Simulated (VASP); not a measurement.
# C (Fm-3m) in VASP: further runs, part 2 of 2

VASP 6.6.1. Earlier steps stand in the parts before.

## Step 5: Single point, LDA

This run uses another cell than the first one, of 6.83 Å³/atom, 1.003 times its volume.

Input file INCAR:

```
SYSTEM = C
  PREC = Accurate
  ENCUT = 600
  EDIFF = 1E-6
  ISMEAR = -1
  SIGMA = 0.05
  LREAL = .FALSE.
  LASPH = .TRUE.
  NELM = 120
  ALGO = Normal
  ISIF = 2
  LWAVE = .FALSE.
  LCHARG = .FALSE.
  NBANDS = 8
  GGA_COMPAT = .FALSE.
```

Input file KPOINTS:

```
Automatic mesh
0
G
  23 23 23
  0 0 0
```

Input file POSCAR:

```
C
1.0
    0.0000000000      1.5060779525      1.5060779525
    1.5060779525      0.0000000000      1.5060779525
    1.5060779525      1.5060779525      0.0000000000
C
1
Direct
    0.0000000000      0.0000000000      0.0000000000
```

Potentials or basis: VASP PAW LDA potentials, release 64 (C).

Launch:

```console
> cat potpaw_LDA.64/C/POTCAR > POTCAR
> mpirun -np 1 vasp_std > vasp.out
```

OUTCAR:

```text
SYSTEM = C
   PREC = Accurate
   ENCUT = 600
   EDIFF = 1E-6
   ISMEAR = -1
   LREAL = .FALSE.
   LASPH = .TRUE.
   NELM = 120
   ISIF = 2

 ion  position               nearest neighbor table
   1  0.000  0.000  0.000-

  LATTYP: Found a face centered cubic cell.
 ALAT       =     3.0121559050

  Lattice vectors:

 A1 = (   0.0000000000,   1.5060779525,   1.5060779525)
 A2 = (   1.5060779525,   0.0000000000,   1.5060779525)
 A3 = (   1.5060779525,   1.5060779525,   0.0000000000)

Analysis of symmetry for initial positions (statically):
=====================================================================
 Subroutine PRICEL returns:
 Original cell was already a primitive cell.

 Routine SETGRP: Setting up the symmetry group for a
 face centered cubic supercell.

 Subroutine GETGRP returns: Found 48 space group operations
 (whereof 48 operations were pure point group operations)
 out of a pool of 48 trial point group operations.

The static configuration has the point symmetry O_h .

Analysis of symmetry for dynamics (positions and initial velocities):
=====================================================================
[... 153 lines left out ...]

  energy without entropy =       -5.51667724  energy(sigma->0) =       -5.51802501

 E-fermi :   8.5984     XC(G=0): -13.1237

 val. band max:        8.5841005135   @ k =  -0.2609   0.0870   0.0000
 cond. band min:       8.6535820460   @ k =  -0.4783   0.3913   0.0435
 fundamental gap:      0.0694815324
 Fermi energy:         8.5983684318

 k-point     1 :       0.0000    0.0000    0.0000
  band No.  band energies     occupation
      1     -10.9851      2.00000
      2      16.9291      0.00000
      3      16.9291      0.00000
      4      16.9291      0.00000
      5      39.4851      0.00000
      6      39.4851      0.00000
      7      39.4851      0.00000
      8      41.6080      0.00000
[... 243 lines left out ...]
 k-point    24 :      -0.4783    0.0435    0.0000
  band No.  band energies     occupation
      1      -1.0752      2.00000
      2      -0.4917      2.00000
      3      14.8555      0.00000
      4      15.0298      0.00000
      5      34.6123      0.00000
      6      35.0787      0.00000
      7      36.9776      0.00000
      8      39.6371      0.00000

 [... further k-points ...]
[... 5 lines left out ...]
  --------------------------------------------------------------------------------------
  -------------------------------------------------------------------------------------
  Total        0.0130109      0.0130109      0.0130109      0.0000000      0.0000000     -0.0000000
  in kB        3.0510281      3.0510281      3.0510281      0.0000000      0.0000000     -0.0000000
  external PRESSURE =       3.0510281 kB  Pullay stress =       0.0000000 kB

 VOLUME and BASIS-vectors are now :
 -----------------------------------------------------------------------------
  energy-cutoff  :      600.00
  volume of cell :        6.83
      direct lattice vectors                 reciprocal lattice vectors
     0.000000000  1.506077953  1.506077953    -0.331988128  0.331988128  0.331988128
     1.506077953  0.000000000  1.506077953     0.331988128 -0.331988128  0.331988128
     1.506077953  1.506077953  0.000000000     0.331988128  0.331988128 -0.331988128

 POSITION                                       TOTAL-FORCE (eV/Angst)
 -----------------------------------------------------------------------------------
      0.00000      0.00000      0.00000         0.000000      0.000000      0.000000
 -----------------------------------------------------------------------------------
    total drift:                                0.000000     -0.000000      0.000000

  FREE ENERGIE OF THE ION-ELECTRON SYSTEM (eV)
  ---------------------------------------------------
  free  energy   TOTEN  =        -5.5193727913 eV

  energy  without entropy=       -5.5166772352  energy(sigma->0) =       -5.51802501
```

stdout:

```text
POSCAR found type information on POSCAR C
 POSCAR found :  1 types and       1 ions
 scaLAPACK will be used
 LDA part: xc-table for (Slater(with rela. corr.)+CA(PZ))
 , standard interpolation
 POSCAR, INCAR and KPOINTS ok, starting setup
 FFT: planning ... GRIDC
 FFT: planning ... GRID_SOFT
 FFT: planning ... GRID
 WAVECAR not read
 entering main loop
```

Run time: 13 s. Hardware: 1 thread of AMD EPYC 9R45 (Zen 5), shared host; peak memory 0.09 GiB.

Results:

```
Free energy            : -5.5194 eV
Pressure               : 0.3 GPa
Band gap on the k mesh : zero (band 2 reaches 16.93 eV, above the bottom of band 3 at 5.24 eV)
```

## Step 6: Relaxation of cell and atoms, LDA, target pressure 0.5 GPa, at which the enthalpy is minimised

Input file INCAR:

```
SYSTEM = C
PREC = Accurate
ENCUT = 600
EDIFF = 1E-7
ISMEAR = -1
SIGMA = 0.05
LREAL = .False.
LASPH = .True.
NELM = 120
ALGO = Normal
ISIF = 3
LWAVE = .False.
LCHARG = .False.
GGA = CA
IBRION = 2
NSW = 60
EDIFFG = -0.005
PSTRESS = 5.0
GGA_COMPAT = .False.
NELMIN = 4
```

Input file KPOINTS:

```
Automatic mesh
0
Gamma
  22 22 22
  0 0 0
```

Input file POSCAR:

```
C
1.0
    0.0000000000      1.5045703660      1.5045703660
    1.5045703660      0.0000000000      1.5045703660
    1.5045703660      1.5045703660      0.0000000000
C
1
Direct
    0.0000000000      0.0000000000      0.0000000000
```

Potentials or basis: VASP PAW LDA potentials, release 64 (C).

Launch:

```console
> cat potpaw_LDA.64/C/POTCAR > POTCAR
> mpirun -np 1 vasp_std > vasp.out
```

Wall time 12 s (1 thread of AMD EPYC 9R45 (Zen 5), shared host); peak memory 0.09 GiB.

Results (log left out):

- Free energy: -5.5192 eV
- Relaxed volume: 6.82 Å³/atom
- Relaxed cell: a = 2.129 Å, b = 2.129 Å, c = 2.129 Å, α = 60.00°, β = 60.00°, γ = 60.00°
- Space group after relaxing (to 0.05 Å): Fm-3m (No. 225)
- Energy change on relaxing (the enthalpy is what falls): -0.0 meV/atom
- Ionic steps: 2
- Pressure after relaxing: 0.5 GPa
- Band gap on the k mesh: zero (band 2 reaches 16.96 eV, above the bottom of band 3 at 5.26 eV)

Final structure:
```
CELL_PARAMETERS angstrom
0.00000 1.50545 1.50545
1.50545 0.00000 1.50545
1.50545 1.50545 0.00000
ATOMIC_POSITIONS crystal
C 0.00000 0.00000 0.00000
```

Levels at points of the mesh, in eV from the Fermi level:
```
           k point  band 1  band 2  band 3  band 4  band 5  band 6
(0.00, 0.00, 0.00)  -19.54    8.41    8.41    8.41   30.97   30.97
(0.50, 0.00, 0.00)   -9.45   -9.33    6.57    6.57   26.00   28.25
(0.50, 0.50, 0.00)   -7.31   -5.20    2.28    2.28   15.27   16.57
```

Caveat: the cell is relaxed towards a set pressure, so the enthalpy falls and the energy may rise.

## Step 7: The runs side by side

```tsv
task	cell	k mesh	gap on the mesh (eV)	pressure (GPa)
single point	a = 2.128 Å, angles 60.0°, 1 atom	22 × 22 × 22	none	0.7
single point	a = 2.130 Å, angles 60.0°, 1 atom	23 × 23 × 23	none	0.3
relaxation of cell and atoms	relaxed to 0.5 GPa from a = 2.128 Å, angles 60.0°, 1 atom	22 × 22 × 22	none	0.5
```

Alike in all rows: level LDA; potentials or basis VASP PAW LDA potentials, release 64 (C); no spin polarisation; cutoff (eV) 600; smearing fermi-dirac 0.05 eV.

Caveats: the cell is relaxed towards a set pressure, so the enthalpy falls and the energy may rise (some runs).

Absolute energies hang on the potentials; compare differences alone.
